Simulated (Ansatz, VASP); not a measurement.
## NiGe: VASP beside Ansatz

```
Ni Ge
1.0
     2.67194    0.00000    0.00000
     0.00000    2.67194    0.00000
     0.00000    0.00000    3.63384
Ni Ge
1 1
Direct
  0.00000 0.00000 0.00000
  0.50000 0.50000 0.50000
```

Alike in both runs: task relaxation of cell and atoms; functional PBEsol; k mesh 16 × 16 × 12; occupations gaussian, width 0.1 eV; no spin polarisation.

|  | VASP | Ansatz |
| --- | --- | --- |
| version | VASP 6.6.1 | Ansatz 0.2.0 |
| potentials or method | VASP PAW PBE potentials, release 64 (Ni, Ge_d), cutoff 600 eV | scalar-relativistic, plane waves, PAW |
| valence electrons in the cell | 24 | 32 |

```tsv
	VASP	Ansatz	Ansatz less VASP
gap on the k mesh at the Fermi level, each at its own relaxed structure (eV)	none	none	-
relaxed volume (Å³/atom)	12.58	12.56	-0.020
relaxed cell length with the largest relative difference (Å)	2.930	2.927	-0.0030
```

VASP's potentials were made for PBE, not for PBEsol. A gap of «none» marks a metal or a gap that the smearing closes. VASP's potentials hold 24 valence electrons a cell and Ansatz's 32, so a difference there can come from the potentials and not from the codes.
